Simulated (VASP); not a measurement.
# SnSe (Pnma) in VASP: settings compared

Aim: see how the results for SnSe move with the level of theory and the settings. Levels: RPBE, PBE+D4, BLYP. Tasks: single point, relaxation of cell and atoms.

Program: VASP 6.6.1. These are calculated values, not measurements. Logs are shortened: lines on timing, memory, paths and dates and some standing lists are left out, and cuts for length are marked.

**The experiment to reproduce.**

From “Linear dichroism of the optical properties of SnS and SnSe van der Waals crystals”, 2024, arxiv:2409.17412, for a bulk crystal of SnSe: band gap 0.89 eV (indirect) at 300 K; band gap 0.99 eV (indirect) at 20 K.

How close the calculation comes is told below.

### 1 The cell of the first run

Symmetry: Pnma, No. 62, orthorhombic system. The conventional cell has a = 11.644 Å, b = 4.272 Å, c = 4.547 Å, α = 90.00°, β = 90.00°, γ = 90.00°. Within 3.7 Å of Sn (site symmetry m) lie 6 Se at 2.75 to 3.58 Å and 2 Sn at 3.67 Å. Within 3.6 Å of Se (site symmetry m) lie 6 Sn at 2.75 to 3.58 Å.

### 2 Single point, RPBE

The input, INCAR:

```
SYSTEM = SnSe
PREC     = Accurate       ! precision mode
ENCUT    = 520            ! plane-wave cutoff, eV
EDIFF    = 1E-6           ! SCF threshold, eV
ISMEAR   = -1             ! smearing method
SIGMA    = 0.05           ! smearing width, eV
LREAL    = .False.        ! projectors in reciprocal space
LASPH    = .True.         ! aspherical terms in the spheres
NELM     = 80             ! most SCF steps
ALGO     = Normal         ! electronic algorithm
ISIF     = 2              ! what is computed and relaxed
LWAVE    = .False.        ! write WAVECAR
LCHARG   = .True.         ! write CHGCAR
GGA      = RP             ! functional
LELF     = .True.         ! ELF
LVHAR    = .True.       
NBANDS   = 50             ! bands
```

The input, KPOINTS:

```
Automatic mesh
0
Gamma
  3 6 6
  0 0 0
```

The input, POSCAR:

```
SnSe
1.0
   11.6439784321      0.0000000000      0.0000000000
    0.0000000000      4.2721777259      0.0000000000
    0.0000000000      0.0000000000      4.5474731880
Sn Se
4 4
Direct
    0.8770000000      0.7500000000      0.9090000000
    0.6230000000      0.2500000000      0.4090000000
    0.3770000000      0.7500000000      0.5910000000
    0.1230000000      0.2500000000      0.0910000000
    0.6430000000      0.7500000000      0.9840000000
    0.8570000000      0.2500000000      0.4840000000
    0.1430000000      0.7500000000      0.5160000000
    0.3570000000      0.2500000000      0.0160000000
```

Potentials or basis: VASP PAW PBE potentials, release 64 (Sn_d, Se).

Run with:

```console
$ cat potpaw_PBE.64/Sn_d/POTCAR potpaw_PBE.64/Se/POTCAR > POTCAR
$ mpirun -np 1 vasp_std > vasp.out
```

OUTCAR:

```text
SYSTEM = SnSe
   PREC = Accurate
   ENCUT = 520
   EDIFF = 1E-6
   ISMEAR = -1
   LREAL = .False.
   LASPH = .True.
   NELM = 80
   ISIF = 2
   GGA = RP

 ion  position               nearest neighbor table
   1  0.877  0.750  0.909-   5 2.75   6 2.89   6 2.89   4 3.67   4 3.67
   2  0.623  0.250  0.409-   6 2.75   5 2.89   5 2.89   3 3.67   3 3.67
   3  0.377  0.750  0.591-   7 2.75   8 2.89   8 2.89   2 3.67   2 3.67
   4  0.123  0.250  0.091-   8 2.75   7 2.89   7 2.89   1 3.67   1 3.67
   5  0.643  0.750  0.984-   1 2.75   2 2.89   2 2.89
   6  0.857  0.250  0.484-   2 2.75   1 2.89   1 2.89
   7  0.143  0.750  0.516-   3 2.75   4 2.89   4 2.89
   8  0.357  0.250  0.016-   4 2.75   3 2.89   3 2.89

  LATTYP: Found a simple orthorhombic cell.
 ALAT       =     4.2721777259
 B/A-ratio  =     1.0644391408
 C/A-ratio  =     2.7255369929

  Lattice vectors:

 A1 = (   0.0000000000,   4.2721777259,   0.0000000000)
 A2 = (   0.0000000000,   0.0000000000,   4.5474731880)
 A3 = (  11.6439784321,   0.0000000000,   0.0000000000)

Analysis of symmetry for initial positions (statically):
=====================================================================
 Subroutine PRICEL returns:
 Original cell was already a primitive cell.

 Routine SETGRP: Setting up the symmetry group for a
 simple orthorhombic supercell.

 Subroutine GETGRP returns: Found  8 space group operations
 (whereof  2 operations were pure point group operations)
 out of a pool of  8 trial point group operations.

The static configuration has the point symmetry S_2 .
 The point group associated with its full space group is D_2h.

Analysis of symmetry for dynamics (positions and initial velocities):
=====================================================================
 Subroutine PRICEL returns:
 Original cell was already a primitive cell.

 Routine SETGRP: Setting up the symmetry group for a
 simple orthorhombic supercell.

 Subroutine GETGRP returns: Found  8 space group operations
 (whereof  2 operations were pure point group operations)
 out of a pool of  8 trial point group operations.

The dynamic configuration has the point symmetry S_2 .
 The point group associated with its full space group is D_2h.

 Subroutine INISYM returns: Found  8 space group operations
 (whereof  2 operations are pure point group operations),
 and found     1 'primitive' translations

----------------------------------------------------------------------------------------

                                     Primitive cell

  volume of cell :     226.2147

  direct lattice vectors                    reciprocal lattice vectors
    11.643978432  0.000000000  0.000000000     0.085881300  0.000000000  0.000000000
     0.000000000  4.272177726  0.000000000     0.000000000  0.234072659  0.000000000
     0.000000000  0.000000000  4.547473188     0.000000000  0.000000000  0.219902341

  length of vectors
    11.643978432  4.272177726  4.547473188     0.085881300  0.234072659  0.219902341

  position of ions in fractional coordinates (direct lattice)
     0.877000000  0.750000000  0.909000000
     0.623000000  0.250000000  0.409000000
     0.377000000  0.750000000  0.591000000
     0.123000000  0.250000000  0.091000000
     0.643000000  0.750000000  0.984000000
     0.857000000  0.250000000  0.484000000
     0.143000000  0.750000000  0.516000000
     0.357000000  0.250000000  0.016000000

  ion indices of the primitive-cell ions
   primitive index   ion index
                 1           1
                 2           2
                 3           3
                 4           4
                 5           5
                 6           6
                 7           7
                 8           8

----------------------------------------------------------------------------------------

 KPOINTS: Automatic mesh

Automatic generation of k-mesh.
 Grid dimensions read from file:
 generate k-points for:    3    6    6

 Generating k-lattice:

  Cartesian coordinates                     Fractional coordinates (reciprocal lattice)
     0.028627100  0.000000000  0.000000000     0.333333333  0.000000000  0.000000000
     0.000000000  0.039012110  0.000000000     0.000000000  0.166666667  0.000000000
     0.000000000  0.000000000  0.036650390     0.000000000  0.000000000  0.166666667

  Length of vectors
     0.028627100  0.039012110  0.036650390

  Shift w.r.t. Gamma in fractional coordinates (k-lattice)
     0.000000000  0.000000000  0.000000000

 Subroutine IBZKPT returns following result:
 ===========================================

 Found     32 irreducible k-points:

 Following reciprocal coordinates:
            Coordinates               Weight
  0.000000  0.000000  0.000000      1.000000
  0.333333  0.000000  0.000000      2.000000
  0.000000  0.166667  0.000000      2.000000
  0.333333  0.166667  0.000000      4.000000
  0.000000  0.333333  0.000000      2.000000
  0.333333  0.333333  0.000000      4.000000
[... 16 lines left out ...]
  0.000000  0.500000  0.333333      2.000000
  0.333333  0.500000  0.333333      4.000000
 [... further k-points ...]
   k-points           NKPTS =     32   k-points in BZ     NKDIM =     32   number of bands    NBANDS=     50
   number of dos      NEDOS =    301   number of ions     NIONS =      8
   total plane-waves  NPLWV = 103680
   dimension x,y,z NGX =    90 NGY =   32 NGZ =   36
   dimension x,y,z NGXF=   180 NGYF=   64 NGZF=   72
   ions per type =               4   4
   NGX,Y,Z   is equivalent  to a cutoff of  12.85, 12.45, 13.16 a.u.
   NGXF,Y,Z  is equivalent  to a cutoff of  25.70, 24.90, 26.32 a.u.
 SYSTEM =  SnSe
   PREC   = accura    normal or accurate (medium, high low for compatibility)
   ISTART =      0    job   : 0-new  1-cont  2-samecut
   ICHARG =      2    charge: 1-file 2-atom 10-const
   ISPIN  =      1    spin polarized calculation?
   LNONCOLLINEAR =      F non collinear calculations
   LSORBIT =      F    spin-orbit coupling
   LASPH  =      T    aspherical Exc in radial PAW
   ENCUT  =  520.0 eV  38.22 Ry    6.18 a.u.  21.65  7.94  8.46*2*pi/ulx,y,z
   NELM   =     80;   NELMIN=  2; NELMDL= -5     # of ELM steps
   EDIFF  = 0.1E-05   stopping-criterion for ELM
   LREAL  =      F    real-space projection
   EDIFFG = 0.1E-04   stopping-criterion for IOM
   NSW    =      0    number of steps for IOM
   IBRION =     -1    ionic relax: 0-MD 1-quasi-New 2-CG
   NFREE  =      0    steps in history (QN), initial steepest desc. (CG)
   ISIF   =      2    stress and relaxation
   ISYM   =      2    0-nonsym 1-usesym 2-fastsym
   POTIM  = 0.5000    time-step for ionic-motion
   TEBEG  =    0.0;   TEEND  =   0.0 temperature during run
   PSTRESS=    0.0 pullay stress
   NELECT =      80.0000    total number of electrons
   NUPDOWN=      -1.0000    fix difference up-down
   EMIN   =  10.00;   EMAX   =-10.00  energy-range for DOS
   EFERMI =   0.00;   METHOD = LEGACY
   ISMEAR =    -1;   SIGMA  =   0.05  broadening in eV -4-tet -1-fermi 0-gaus
   EFERMI_NEDOS =   21; number of points for ismear=-14 and -15
   IALGO  =     38    algorithm
   IMIX   =      4    mixing-type and parameters
     AMIX     =   0.40;   BMIX     =  1.00
     AMIX_MAG =   1.60;   BMIX_MAG =  1.00
  volume/ion in A,a.u.               =      28.28       190.82
  Fermi-wavevector in a.u.,A,eV,Ry     =   1.157705  2.187745 18.235626  1.340281
  Thomas-Fermi vector in A             =   2.294314
   LORBIT       =      0    0 simple, 1 ext, 2 COOP (PROOUT), +10 PAW based schemes
   GGA     = RP    functional components
   LHFCALC =     F    Hartree Fock is set to
   AEXX    =    0.0000 exact exchange contribution
   IVDW    =     0    specifies the selected vdW correction
   LEPSILON=     F    determine dielectric tensor
   LRPA    =     F    only Hartree local field effects (RPA)
 non-spin polarized calculation
  energy-cutoff  :      520.00
  volume of cell :      226.21
 maximum number of plane-waves:      6124
 NGX is ok and might be reduce to    90
   NGX = 43   NGY = 15   NGZ = 17

 number of electron      79.9999995 magnetization

 Free energy of the ion-electron system (eV)
  ---------------------------------------------------
  ext. energy  EPLUGINS =         0.00000000
  ---------------------------------------------------
  free energy    TOTEN  =       -30.11508945 eV

  energy without entropy =      -30.11503527  energy(sigma->0) =      -30.11506236

 E-fermi :   5.2148     XC(G=0):  -9.3087

 val. band max:        4.8984900603   @ k =   0.0000   0.0000   0.3333
 cond. band min:       5.5271116074   @ k =   0.0000   0.3333   0.0000
 fundamental gap:      0.6286215472
 Fermi energy:         5.2147711853

 k-point     1 :       0.0000    0.0000    0.0000
  band No.  band energies     occupation
      1     -16.4659      2.00000
      2     -16.4642      2.00000
      3     -16.4601      2.00000
      4     -16.4600      2.00000
      5     -16.4582      2.00000
      6     -16.4542      2.00000
[... 42 lines left out ...]
     49       9.3967      0.00000
     50       9.4702      0.00000

 k-point     2 :       0.3333    0.0000    0.0000
  band No.  band energies     occupation
      1     -16.4651      2.00000
      2     -16.4643      2.00000
      3     -16.4604      2.00000
      4     -16.4604      2.00000
      5     -16.4577      2.00000
      6     -16.4562      2.00000
[... 42 lines left out ...]
     49       9.7469      0.00000
     50       9.7658      0.00000

 k-point     3 :       0.0000    0.1667    0.0000
  band No.  band energies     occupation
      1     -16.4625      2.00000
      2     -16.4617      2.00000
      3     -16.4596      2.00000
      4     -16.4580      2.00000
      5     -16.4575      2.00000
      6     -16.4568      2.00000
[... 42 lines left out ...]
     49       9.4344      0.00000
     50       9.7136      0.00000

 k-point     4 :       0.3333    0.1667    0.0000
  band No.  band energies     occupation
      1     -16.4621      2.00000
      2     -16.4616      2.00000
      3     -16.4593      2.00000
      4     -16.4583      2.00000
      5     -16.4581      2.00000
      6     -16.4578      2.00000
[... 999 lines left out ...]
 k-point    23 :       0.0000    0.5000    0.3333
  band No.  band energies     occupation
      1     -16.4699      2.00000
      2     -16.4699      2.00000
      3     -16.4672      2.00000
      4     -16.4672      2.00000
      5     -16.4495      2.00000
      6     -16.4495      2.00000
[... 42 lines left out ...]
     49       9.6042      0.00000
     50       9.6042      0.00000

 k-point    24 :       0.3333    0.5000    0.3333
  band No.  band energies     occupation
      1     -16.4692      2.00000
      2     -16.4692      2.00000
      3     -16.4679      2.00000
      4     -16.4679      2.00000
      5     -16.4492      2.00000
      6     -16.4492      2.00000
[... 42 lines left out ...]
     49      10.0805      0.00000
     50      10.1098      0.00000

 [... further k-points ...]

------------------------ aborting loop because EDIFF is reached ----------------------------------------

  FORCE on cell =-STRESS in cart. coord.  units (eV):
  Direction    XX          YY          ZZ          XY          YZ          ZX
  --------------------------------------------------------------------------------------
  -------------------------------------------------------------------------------------
  Total        3.4908636      0.5214520      0.3444641      0.0000000     -0.0000000      0.0000000
  in kB       24.7242208      3.6932109      2.4396846      0.0000000     -0.0000000      0.0000000
  external PRESSURE =      10.2857054 kB  Pullay stress =       0.0000000 kB

 VOLUME and BASIS-vectors are now :
 -----------------------------------------------------------------------------
  energy-cutoff  :      520.00
  volume of cell :      226.21
      direct lattice vectors                 reciprocal lattice vectors
    11.643978432  0.000000000  0.000000000     0.085881300  0.000000000  0.000000000
     0.000000000  4.272177726  0.000000000     0.000000000  0.234072659  0.000000000
     0.000000000  0.000000000  4.547473188     0.000000000  0.000000000  0.219902341

 POSITION                                       TOTAL-FORCE (eV/Angst)
 -----------------------------------------------------------------------------------
     10.21177      3.20413      4.13365         0.039582     -0.000000     -0.139725
      7.25420      1.06804      1.85992        -0.039582      0.000000     -0.139725
      4.38978      3.20413      2.68756         0.039582     -0.000000      0.139725
      1.43221      1.06804      0.41382        -0.039582     -0.000000      0.139725
      7.48708      3.20413      4.47471        -0.058050      0.000000      0.132495
      9.97889      1.06804      2.20098         0.058050      0.000000      0.132495
      1.66509      3.20413      2.34650        -0.058050      0.000000     -0.132495
      4.15690      1.06804      0.07276         0.058050      0.000000     -0.132495
 -----------------------------------------------------------------------------------
    total drift:                                0.000000     -0.000000      0.000000

  FREE ENERGIE OF THE ION-ELECTRON SYSTEM (eV)
  ---------------------------------------------------
  free  energy   TOTEN  =       -30.1150894512 eV

  energy  without entropy=      -30.1150352657  energy(sigma->0) =      -30.11506236
```

Wall time 3.3 min (1 thread of Intel Xeon Platinum 8488C (Sapphire Rapids), shared host); peak memory 0.46 GiB.

Results:

```yaml
Free_energy: -30.1151 eV
Pressure: 1.0 GPa
Largest_force: 0.145 eV/Å
Band_gap_on_the_k_mesh: 0.63 eV (least direct gap 0.79 eV)
```

Forces on the atoms (eV/Å):
```
Sn   0.040  0.000 -0.140
Sn  -0.040  0.000 -0.140
Sn   0.040  0.000  0.140
Sn  -0.040  0.000  0.140
Se  -0.058  0.000  0.132
Se   0.058  0.000  0.132
Se  -0.058  0.000 -0.132
Se   0.058  0.000 -0.132
```

Caveat: the PAW data sets were made with another functional, which shifts forces and pressure a little; spin-orbit coupling is left out, which moves the levels of the heavy elements; an odd mesh through Γ misses points on the zone boundary, where band edges can lie.

### 3 Relaxation of cell and atoms, PBE+D4

This run uses another cell than the first one, of 26.68 Å³/atom.

The input, INCAR:

```
PREC = Accurate
ENCUT = 500
EDIFF = 1E-7
ISMEAR = -1
SIGMA = 0.05
LREAL = False
LASPH = True
NELM = 120
ALGO = Normal
ISIF = 3
LWAVE = False
LCHARG = False
GGA = PE
IVDW = 13
IBRION = 2
NSW = 60
EDIFFG = -0.01
GGA_COMPAT = False
NELMIN = 4
```

The input, KPOINTS:

```
Automatic mesh
0
Gamma
  3 6 6
```

POSCAR: that of step 2 with these lines changed.

```diff
@@ -2,5 +2,5 @@
 1.0
-   11.6439784321      0.0000000000      0.0000000000
-    0.0000000000      4.2721777259      0.0000000000
-    0.0000000000      0.0000000000      4.5474731880
+   11.4200000000      0.0000000000      0.0000000000
+    0.0000000000      4.1900000000      0.0000000000
+    0.0000000000      0.0000000000      4.4600000000
 Sn Se
```

Potentials or basis: VASP PAW PBE potentials, release 64 (Sn_d, Se).

Run with:

```console
$ cat potpaw_PBE.64/Sn_d/POTCAR potpaw_PBE.64/Se/POTCAR > POTCAR
$ mpirun -np 1 vasp_std > vasp.out
```

It took 55 min on 1 thread of Intel Xeon 6975P-C (Granite Rapids), shared host; peak memory 0.45 GiB.

Results (log left out):

```yaml
Free_energy: -36.1946 eV
Relaxed_volume: 27.89 Å³/atom
Relaxed_cell: a = 11.756 Å, b = 4.199 Å, c = 4.520 Å, α = 90.00°, β = 90.00°, γ = 90.00°
Space_group_after_relaxing_to_0.1_Å: Pnma (No. 62)
Energy_gained_by_relaxing: 27.0 meV/atom
Ionic_steps: 37
Pressure_after_relaxing: 0.0 GPa
Largest_force_after_relaxing: 0.008 eV/Å
Band_gap_on_the_k_mesh: 0.62 eV (least direct gap 0.82 eV)
Dispersion_energy_per_atom: -0.415 eV
```

Forces on the atoms (eV/Å):
```
Sn   0.002  0.000 -0.007
Sn  -0.002  0.000 -0.007
Sn   0.002  0.000  0.007
Sn  -0.002  0.000  0.007
Se   0.000  0.000  0.005
Se   0.000  0.000  0.005
Se   0.000  0.000 -0.005
Se   0.000  0.000 -0.005
```

Step by step:
```tsv
step	energy change (eV)	largest force (eV/Å)	pressure (GPa)	volume (Å³)
1	0.0000	0.2526	1.70	213.41
2	-0.1556	0.5097	1.62	222.22
3	-0.1623	0.4300	0.04	224.34
4	-0.1629	0.4480	0.39	223.87
5	-0.1387	0.1847	-2.70	229.43
6	-0.1712	0.3164	-0.95	225.50
7	-0.2024	0.1324	-0.35	224.02
8	-0.2072	0.0260	0.02	223.16
9	-0.2072	0.0302	0.00	223.21
10	-0.2077	0.0275	0.00	223.20
11	-0.2087	0.0231	0.00	223.18
12	-0.2087	0.0394	0.00	223.13
13	-0.2090	0.0303	0.00	223.16
14	-0.2094	0.0252	0.00	223.14
15	-0.2098	0.0304	0.00	223.11
16	-0.2094	0.0541	0.01	223.06
17	-0.2098	0.0362	0.01	223.10
18	-0.2103	0.0326	-0.01	223.12
19	-0.2113	0.0277	-0.06	223.18
20	-0.2122	0.0432	-0.15	223.30
21	-0.2125	0.0447	-0.06	223.14
22	-0.2127	0.0475	0.08	222.89
23	-0.2125	0.0553	0.39	222.39
24	-0.2128	0.0493	0.15	222.77
25	-0.2132	0.0410	0.14	222.79
26	-0.2141	0.0341	0.08	222.84
27	-0.2144	0.0426	-0.01	222.94
28	-0.2145	0.0381	0.02	222.90
29	-0.2147	0.0346	-0.01	222.98
30	-0.2152	0.0245	-0.11	223.20
31	-0.2152	0.0109	-0.30	223.64
32	-0.2153	0.0133	-0.22	223.45
33	-0.2154	0.0115	-0.20	223.42
34	-0.2156	0.0074	-0.13	223.32
35	-0.2158	0.0099	0.01	223.12
36	-0.2158	0.0093	0.01	223.12
37	-0.2159	0.0075	0.01	223.12
```

Final structure:
```yaml
crystal:
  lattice:
    - [11.75596, 0.00000, 0.00000]
    - [0.00000, 4.19927, 0.00000]
    - [0.00000, 0.00000, 4.51971]
  atoms:
    - { symbol: Sn, position: [0.87589, 0.75000, 0.88481] }
    - { symbol: Sn, position: [0.62411, 0.25000, 0.38481] }
    - { symbol: Sn, position: [0.37589, 0.75000, 0.61519] }
    - { symbol: Sn, position: [0.12411, 0.25000, 0.11519] }
    - { symbol: Se, position: [0.64306, 0.75000, 0.97381] }
    - { symbol: Se, position: [0.85694, 0.25000, 0.47381] }
    - { symbol: Se, position: [0.14306, 0.75000, 0.52619] }
    - { symbol: Se, position: [0.35694, 0.25000, 0.02619] }
```

Levels at points of the mesh, in eV from the valence-band top:
| k point | band 38 | band 39 | band 40 | band 41 | band 42 | band 43 |
| --- | --- | --- | --- | --- | --- | --- |
| (0.00, 0.00, 0.00) | -1.22 | -0.75 | -0.57 | 0.80 | 2.80 | 2.90 |
| (0.00, 0.50, 0.00) | -0.92 | -0.78 | -0.78 | 1.04 | 1.04 | 1.19 |
| (0.00, 0.00, 0.50) | -0.73 | -0.26 | -0.26 | 1.20 | 1.20 | 1.58 |
| (0.00, 0.50, 0.50) | -2.21 | -1.37 | -1.37 | 2.63 | 2.63 | 3.09 |

Caveat: spin-orbit coupling is left out, which moves the levels of the heavy elements; an odd mesh through Γ misses points on the zone boundary, where band edges can lie.

(Continued in part 2 of 2.)
